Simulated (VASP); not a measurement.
# Si (P6_3/mmc) in VASP: further runs, part 2 of 3

VASP 6.6.1. Earlier steps stand in the parts before.

## Step 3: Single point, LDA

File INCAR:

```
SYSTEM = Si
ALGO     = Normal         ! electronic algorithm
EDIFF    = 1E-6           ! SCF threshold, eV
ENCUT    = 520            ! plane-wave cutoff, eV
GGA      = CA             ! functional
ISIF     = 2              ! what is computed and relaxed
ISMEAR   = 0              ! smearing method
LASPH    = .True.         ! aspherical terms in the spheres
LCHARG   = .False.        ! write CHGCAR
LREAL    = .False.        ! projectors in reciprocal space
LWAVE    = .False.        ! write WAVECAR
NBANDS   = 16             ! bands
NELM     = 60             ! most SCF steps
PREC     = Accurate       ! precision mode
SIGMA    = 0.03           ! smearing width, eV
```

File KPOINTS:

```
k-points
0
Gamma
  12 12 6
  0 0 0
```

File POSCAR:

```
Si
1.0
    4.0291929185      0.0000000000      0.0000000000
   -2.0145964593      3.4893834241      0.0000000000
    0.0000000000      0.0000000000      5.5985635602
Si
4
Direct
    0.3333333333      0.6666666667      0.0391837161
    0.6666666667      0.3333333333      0.5391837161
    0.3333333333      0.6666666667      0.4608162839
    0.6666666667      0.3333333333      0.9608162839
```

Potentials or basis: VASP PAW LDA potentials, release 64 (Si).

On the command line:

```sh
$ cat potpaw_LDA.64/Si/POTCAR > POTCAR
$ mpirun -np 1 vasp_std > vasp.out
```

OUTCAR:

```text
SYSTEM = Si
   EDIFF = 1E-6
   ENCUT = 520
   GGA = CA
   ISIF = 2
   ISMEAR = 0
   LASPH = .True.
   LREAL = .False.
   NELM = 60
   PREC = Accurate

 ion  position               nearest neighbor table
   1  0.333  0.667  0.039-   3 2.36   4 2.37   4 2.37   4 2.37
   2  0.667  0.333  0.539-   4 2.36   3 2.37   3 2.37   3 2.37
   3  0.333  0.667  0.461-   1 2.36   2 2.37   2 2.37   2 2.37
   4  0.667  0.333  0.961-   2 2.36   1 2.37   1 2.37   1 2.37

  LATTYP: Found a hexagonal cell.
 ALAT       =     4.0291929185
 C/A-ratio  =     1.3895000000

  Lattice vectors:

 A1 = (   4.0291929185,   0.0000000000,   0.0000000000)
 A2 = (  -2.0145964593,   3.4893834241,   0.0000000000)
 A3 = (   0.0000000000,   0.0000000000,   5.5985635602)

Analysis of symmetry for initial positions (statically):
=====================================================================
 Subroutine PRICEL returns:
 Original cell was already a primitive cell.

 Routine SETGRP: Setting up the symmetry group for a
 hexagonal supercell.

 Subroutine GETGRP returns: Found 24 space group operations
 (whereof 12 operations were pure point group operations)
 out of a pool of 24 trial point group operations.

The static configuration has the point symmetry D_3d.
 The point group associated with its full space group is D_6h.

Analysis of symmetry for dynamics (positions and initial velocities):
=====================================================================
 Subroutine PRICEL returns:
 Original cell was already a primitive cell.

 Routine SETGRP: Setting up the symmetry group for a
 hexagonal supercell.

 Subroutine GETGRP returns: Found 24 space group operations
 (whereof 12 operations were pure point group operations)
 out of a pool of 24 trial point group operations.

The dynamic configuration has the point symmetry D_3d.
 The point group associated with its full space group is D_6h.

 Subroutine INISYM returns: Found 24 space group operations
 (whereof 12 operations are pure point group operations),
 and found     1 'primitive' translations

----------------------------------------------------------------------------------------

                                     Primitive cell

  volume of cell :      78.7124

  direct lattice vectors                    reciprocal lattice vectors
     4.029192918  0.000000000  0.000000000     0.248188662  0.143291791  0.000000000
    -2.014596459  3.489383424  0.000000000     0.000000000  0.286583582  0.000000000
     0.000000000  0.000000000  5.598563560     0.000000000  0.000000000  0.178617245

  length of vectors
     4.029192918  4.029192918  5.598563560     0.286583582  0.286583582  0.178617245

  position of ions in fractional coordinates (direct lattice)
     0.333333333  0.666666667  0.039183716
     0.666666667  0.333333333  0.539183716
     0.333333333  0.666666667  0.460816284
     0.666666667  0.333333333  0.960816284

  ion indices of the primitive-cell ions
   primitive index   ion index
                 1           1
                 2           2
                 3           3
[... 25 lines left out ...]

 Found     76 irreducible k-points:

 Following reciprocal coordinates:
            Coordinates               Weight
  0.000000  0.000000  0.000000      1.000000
  0.083333  0.000000  0.000000      6.000000
  0.166667  0.000000  0.000000      6.000000
  0.250000  0.000000  0.000000      6.000000
  0.333333  0.000000  0.000000      6.000000
  0.416667 -0.000000  0.000000      6.000000
[... 16 lines left out ...]
  0.250000  0.000000  0.166667     12.000000
  0.333333  0.000000  0.166667     12.000000
 [... further k-points ...]
   k-points           NKPTS =     76   k-points in BZ     NKDIM =     76   number of bands    NBANDS=     16
   number of dos      NEDOS =    301   number of ions     NIONS =      4
   total plane-waves  NPLWV =  37800
   dimension x,y,z NGX =    30 NGY =   30 NGZ =   42
   dimension x,y,z NGXF=    60 NGYF=   60 NGZF=   84
   ions per type =               4
   NGX,Y,Z   is equivalent  to a cutoff of  12.38, 12.38, 12.47 a.u.
   NGXF,Y,Z  is equivalent  to a cutoff of  24.76, 24.76, 24.94 a.u.
 SYSTEM =  Si
   PREC   = accura    normal or accurate (medium, high low for compatibility)
   ISTART =      0    job   : 0-new  1-cont  2-samecut
   ICHARG =      2    charge: 1-file 2-atom 10-const
   ISPIN  =      1    spin polarized calculation?
   LNONCOLLINEAR =      F non collinear calculations
   LSORBIT =      F    spin-orbit coupling
   LASPH  =      T    aspherical Exc in radial PAW
   ENCUT  =  520.0 eV  38.22 Ry    6.18 a.u.   7.49  7.49 10.41*2*pi/ulx,y,z
   NELM   =     60;   NELMIN=  2; NELMDL= -5     # of ELM steps
   EDIFF  = 0.1E-05   stopping-criterion for ELM
   LREAL  =      F    real-space projection
   EDIFFG = 0.1E-04   stopping-criterion for IOM
   NSW    =      0    number of steps for IOM
   IBRION =     -1    ionic relax: 0-MD 1-quasi-New 2-CG
   NFREE  =      0    steps in history (QN), initial steepest desc. (CG)
   ISIF   =      2    stress and relaxation
   ISYM   =      2    0-nonsym 1-usesym 2-fastsym
   POTIM  = 0.5000    time-step for ionic-motion
   TEBEG  =    0.0;   TEEND  =   0.0 temperature during run
   PSTRESS=    0.0 pullay stress
   NELECT =      16.0000    total number of electrons
   NUPDOWN=      -1.0000    fix difference up-down
   EMIN   =  10.00;   EMAX   =-10.00  energy-range for DOS
   EFERMI =   0.00;   METHOD = LEGACY
   ISMEAR =     0;   SIGMA  =   0.03  broadening in eV -4-tet -1-fermi 0-gaus
   EFERMI_NEDOS =   21; number of points for ismear=-14 and -15
   IALGO  =     38    algorithm
   IMIX   =      4    mixing-type and parameters
     AMIX     =   0.40;   BMIX     =  1.00
     AMIX_MAG =   1.60;   BMIX_MAG =  1.00
  volume/ion in A,a.u.               =      19.68       132.79
  Fermi-wavevector in a.u.,A,eV,Ry     =   0.962573  1.818999 12.606436  0.926547
  Thomas-Fermi vector in A             =   2.092044
   LORBIT       =      0    0 simple, 1 ext, 2 COOP (PROOUT), +10 PAW based schemes
   GGA     = CA    functional components
   LHFCALC =     F    Hartree Fock is set to
   AEXX    =    0.0000 exact exchange contribution
   IVDW    =     0    specifies the selected vdW correction
   LEPSILON=     F    determine dielectric tensor
   LRPA    =     F    only Hartree local field effects (RPA)
 non-spin polarized calculation
 Gauss-broadening in eV      SIGMA  =   0.03
  energy-cutoff  :      520.00
  volume of cell :       78.71
 maximum number of plane-waves:      2144
 NGX is ok and might be reduce to    30
   NGX = 15   NGY = 15   NGZ = 21

 number of electron      16.0000000 magnetization

 Free energy of the ion-electron system (eV)
  ---------------------------------------------------
  ext. energy  EPLUGINS =         0.00000000
  ---------------------------------------------------
  free energy    TOTEN  =       -22.91223102 eV

  energy without entropy =      -22.91124754  energy(sigma->0) =      -22.91173928

 E-fermi :   5.8852     XC(G=0):  -9.6799

 val. band max:        5.8830165222   @ k =   0.3333   0.0000   0.1667
 cond. band min:       5.8867726525   @ k =   0.1667   0.0833   0.1667
 fundamental gap:      0.0037561303
 Fermi energy:         5.8852187481

 k-point     1 :       0.0000    0.0000    0.0000
  band No.  band energies     occupation
      1      -6.1548      2.00000
      2      -2.8444      2.00000
      3      -0.4065      2.00000
      4       3.6358      2.00000
      5       3.6358      2.00000
      6       4.7564      2.00000
[... 433 lines left out ...]
      3      -1.0677      2.00000
      4       1.5552      2.00000
      5       1.8101      2.00000
      6       2.6835      2.00000
[... 8 lines left out ...]
     15      12.0684      0.00000
     16      13.2114      0.00000

 [... further k-points ...]

------------------------ aborting loop because EDIFF is reached ----------------------------------------

  FORCE on cell =-STRESS in cart. coord.  units (eV):
  Direction    XX          YY          ZZ          XY          YZ          ZX
  --------------------------------------------------------------------------------------
  -------------------------------------------------------------------------------------
  Total       -3.6620272     -3.6620272      5.9126509      0.0000000      0.0000000      0.0000000
  in kB      -74.5398962    -74.5398962    120.3509299      0.0000000      0.0000000      0.0000000
  external PRESSURE =      -9.5762875 kB  Pullay stress =       0.0000000 kB

 VOLUME and BASIS-vectors are now :
 -----------------------------------------------------------------------------
  energy-cutoff  :      520.00
  volume of cell :       78.71
      direct lattice vectors                 reciprocal lattice vectors
     4.029192918  0.000000000  0.000000000     0.248188662  0.143291791  0.000000000
    -2.014596459  3.489383424  0.000000000     0.000000000  0.286583582  0.000000000
     0.000000000  0.000000000  5.598563560     0.000000000  0.000000000  0.178617245

 POSITION                                       TOTAL-FORCE (eV/Angst)
 -----------------------------------------------------------------------------------
     -0.00000      2.32626      0.21937         0.000000     -0.000000      0.778486
      2.01460      1.16313      3.01865         0.000000      0.000000      0.778486
     -0.00000      2.32626      2.57991         0.000000     -0.000000     -0.778486
      2.01460      1.16313      5.37919        -0.000000      0.000000     -0.778486
 -----------------------------------------------------------------------------------
    total drift:                               -0.000000     -0.000000     -0.000000

  FREE ENERGIE OF THE ION-ELECTRON SYSTEM (eV)
  ---------------------------------------------------
  free  energy   TOTEN  =       -22.9122310239 eV

  energy  without entropy=      -22.9112475414  energy(sigma->0) =      -22.91173928
```

Wall time 52 s (1 thread of Intel Xeon Platinum 8488C (Sapphire Rapids), shared host); peak memory 0.19 GiB.

Results:

```yaml
Free_energy: -22.9122 eV
Pressure: -1.0 GPa
Largest_force: 0.778 eV/Å
Band_gap_on_the_k_mesh: zero (bands 8 and 9 overlap by 0.91 eV)
```

Forces on the atoms (eV/Å):
```
Si   0.000  0.000  0.778
Si   0.000  0.000  0.778
Si   0.000  0.000 -0.778
Si   0.000  0.000 -0.778
```

Levels at points of the mesh, in eV from the Fermi level:
```
           k point  band 6  band 7  band 8  band 9  band 10  band 11
(0.00, 0.00, 0.00)   -1.13    0.02    0.02    1.10     1.60     1.60
(0.50, 0.00, 0.00)   -3.54   -2.48   -1.13   -0.53     2.74     3.62
(0.00, 0.00, 0.50)   -1.40   -1.40   -1.40    0.29     0.29     2.69
(0.50, 0.00, 0.50)   -2.64   -0.92   -0.92    0.86     0.86     2.63
```

(Continued in part 3 of 3.)
